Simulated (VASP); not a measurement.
Crystal: Al2P3.

```
Al P
1.0
     7.28704    0.00000    0.00000
     0.00000    7.28704    0.00000
     0.00000    0.00000    2.86812
Al P
4 6
Direct
  0.84528 0.34528 0.00000
  0.65472 0.84528 0.00000
  0.15472 0.65472 0.00000
  0.34528 0.15472 0.00000
  0.50000 0.50000 0.00000
  0.00000 0.00000 0.00000
  0.64636 0.14636 0.50000
  0.85364 0.64636 0.50000
  0.35364 0.85364 0.50000
  0.14636 0.35364 0.50000
```

| Property | Result |
| --- | --- |
| Program | VASP 6.6.1 |
| Task | relaxation of cell and atoms |
| Functional | PBE |
| Potentials or basis | VASP PAW PBE potentials, release 64 (Al, P) |
| Cutoff | 600 eV |
| k mesh | 4 × 4 × 6 |
| Occupations | gaussian, width 0.1 eV |
| Spin | no spin polarisation |

At the start: pressure 0.5 GPa; volume 15.23 Å³/atom.

Problem. How do energy, volume and symmetry change on relaxing?

Solution. Over 3 steps the energy falls by 13.3 meV/atom and the volume is 15.32 Å³/atom (+0.6 %); space group P4/mbm (No. 127, to 0.05 Å).

The path:
```tsv
step	energy change (eV)	largest force (eV/Å)	pressure (GPa)	volume (Å³)
1	0.0000	0.2877	0.46	152.30
2	-0.1327	0.0165	0.01	153.19
3	-0.1333	0.0298	0.00	153.25
```

Final structure:
```cif
data_structure
_symmetry_space_group_name_H-M 'P 1'
_symmetry_Int_Tables_number 1
_cell_length_a 7.1964
_cell_length_b 7.1964
_cell_length_c 2.9591
_cell_angle_alpha 90.000
_cell_angle_beta 90.000
_cell_angle_gamma 90.000
_cell_volume 153.25
loop_
_atom_site_label
_atom_site_type_symbol
_atom_site_fract_x
_atom_site_fract_y
_atom_site_fract_z
_atom_site_occupancy
Al1 Al 0.84620 0.34620 0.00000 1
Al2 Al 0.65380 0.84620 0.00000 1
Al3 Al 0.15380 0.65380 0.00000 1
Al4 Al 0.34620 0.15380 0.00000 1
P1 P 0.50000 0.50000 0.00000 1
P2 P 0.00000 0.00000 0.00000 1
P3 P 0.64491 0.14491 0.50000 1
P4 P 0.85509 0.64491 0.50000 1
P5 P 0.35509 0.85509 0.50000 1
P6 P 0.14491 0.35509 0.50000 1
```

Caveat: the k points lie up to 0.35 Å⁻¹ apart in the final cell.
